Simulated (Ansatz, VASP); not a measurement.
**TiAl: VASP beside Ansatz**

```
Ti Al
1.0
     2.80984    0.00000    0.00000
     0.00000    2.80984    0.00000
     0.00000    0.00000    4.06577
Ti Al
1 1
Direct
  0.50000 0.50000 0.50000
  0.00000 0.00000 0.00000
```

Alike in both runs: functional r2SCAN; k mesh 14 × 14 × 10; occupations gaussian, width 0.1 eV; no spin polarisation.

Ansatz relaxed the structure, and its values are those at the end. VASP's run is a single point on that final structure, the one shown.

|  | VASP | Ansatz |
| --- | --- | --- |
| version | VASP 6.6.1 | Ansatz 0.2.0 |
| potentials or method | VASP PAW PBE potentials, release 64 (Ti_sv, Al), cutoff 520 eV | scalar-relativistic, plane waves, PAW |
| valence electrons in the cell | 15 | 15 |

VASP gave:

- gap on the k mesh at the Fermi level (eV): none
- pressure (GPa): 0.2

Task: Estimate Ansatz's values.

Result: gap on the k mesh at the Fermi level (eV): none; pressure (GPa): 0.0.

VASP's potentials were made for PBE, not for r2SCAN. A gap of «none» marks a metal or a gap that the smearing closes. With one functional, cell and mesh, what is left measures potentials, basis and numerics.
